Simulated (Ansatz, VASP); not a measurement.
**ZnS: VASP beside Ansatz**

POSCAR

```
ZnS
1.0
    3.8109987816      0.0000000000      0.1000387180
   -1.9054993908      3.3004217586     -0.0500193590
    0.1636425000      0.0000000000      6.2340000000
Zn S
2 2
Direct
    0.3333333333      0.6666666667      0.0000000000
    0.6666666667      0.3333333333      0.5000000000
    0.3333333333      0.6666666667      0.3850000000
    0.6666666667      0.3333333333      0.8850000000
```

Contents of INCAR.step1:

```
ALGO = Normal
EDIFF = 1E-4
ENCUT = 520
GGA = PE
ISMEAR = 0
LASPH = True
LCHARG = False
LREAL = False
LWAVE = True
NBANDS = 26
NELM = 80
PREC = Accurate
SIGMA = 0.05
```

File INCAR.step2:

```
ALGO = Normal
EDIFF = 1E-7
ENCUT = 520
ISIF = 2
ISMEAR = 0
ISTART = 1
LASPH = True
LCHARG = False
LMIXTAU = True
LREAL = False
LWAVE = False
METAGGA = R2SCAN
NBANDS = 26
NELM = 80
PREC = Accurate
SIGMA = 0.05
```

Contents of KPOINTS:

```
k-points
0
Gamma
  6 6 4
```

Input for Ansatz:

```yaml
crystal:
  lattice:
    - [3.8109987816, 0.0, 0.100038718]
    - [-1.9054993908, 3.3004217586, -0.050019359]
    - [0.1636425, 0.0, 6.234]
  atoms:
    - { symbol: Zn, position: [0.3333333333, 0.6666666667, 0.0] }
    - { symbol: Zn, position: [0.6666666667, 0.3333333333, 0.5] }
    - { symbol: S, position: [0.3333333333, 0.6666666667, 0.385] }
    - { symbol: S, position: [0.6666666667, 0.3333333333, 0.885] }
basis:
  ecutwfc: 500
kpoints:
  mp_grid: { grid: [6, 6, 4] }
hamiltonian:
  xc: r2scan
scf:
  occupations: { method: gaussian, width: 0.05 }
output:
  forces: true
  stress: true
  eigenvalues: true
  write_density: true
  write_potential: true
  elf: true
  volumetric_format: npy
```

Change from the starting cell: strain +0.0525 x Voigt [0, 0, 0, 0, 1, 0], atoms carried along.

Alike in both runs: task single point; functional r2SCAN; k mesh 6 × 6 × 4; occupations gaussian, width 0.05 eV; no spin polarisation.

```csv
,VASP,Ansatz
version,VASP 6.6.1,Ansatz 0.2.0
potentials or method,"VASP PAW PBE potentials, release 64 (Zn, S), cutoff 520 eV","scalar-relativistic, plane waves, PAW"
valence electrons in the cell,36,36
```

Ansatz gave:

* gap on the k mesh at the Fermi level (eV): 2.71
* least direct gap on the mesh (eV): 2.71
* pressure (GPa): 0.2
* traceless stress, the component that is largest in VASP (GPa): -2.00
* rms of the force components (eV/Å): 0.218

**Question.** What did VASP give for the same quantities?

**Answer.** gap on the k mesh at the Fermi level (eV): 2.72; least direct gap on the mesh (eV): 2.72; pressure (GPa): 0.3; traceless stress, the component that is largest in VASP (GPa): -2.01; rms of the force components (eV/Å): 0.218.

VASP's potentials were made for PBE, not for r2SCAN. Atom by atom the forces differ by 0.003 eV/Å (rms over components).
